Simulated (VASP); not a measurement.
TaN:

```xyz
2
Lattice="0.0000 2.2113 2.2113 2.2113 0.0000 2.2113 2.2113 2.2113 0.0000" Properties=species:S:1:pos:R:3 pbc="T T T"
Ta    2.2113    2.2113    2.2113
N     0.0000    0.0000    0.0000
```

Base run:

```yaml
Program: VASP 6.6.1
Functional: r2SCAN
Potentials_or_basis: VASP PAW PBE potentials, release 64 (Ta_sv_GW, N_h)
Cutoff: 1460 eV
k_mesh: 10 × 10 × 10
Occupations: fermi-dirac, width 0.05 eV
Spin: no spin polarisation
Hubbard_terms: Ta d U = 4.0 eV
```

Its results: band gap on the k mesh zero (bands 9 and 10 overlap by 4.04 eV); pressure 5.5 GPa.

Question: The run is repeated on the same cell with these changes: hubbard terms from Ta d U = 4.0 eV to Ta d U = 2.0 eV. What comes out?

Answer: Band gap on the k mesh zero (bands 9 and 10 overlap by 4.02 eV); pressure -0.6 GPa.

Caveats: the PAW data sets were made with another functional, which shifts forces and pressure a little; spin-orbit coupling is left out, which moves the levels of the heavy elements; U without spin polarisation on a metal has little footing; the cell stands under pressure (at least some runs).
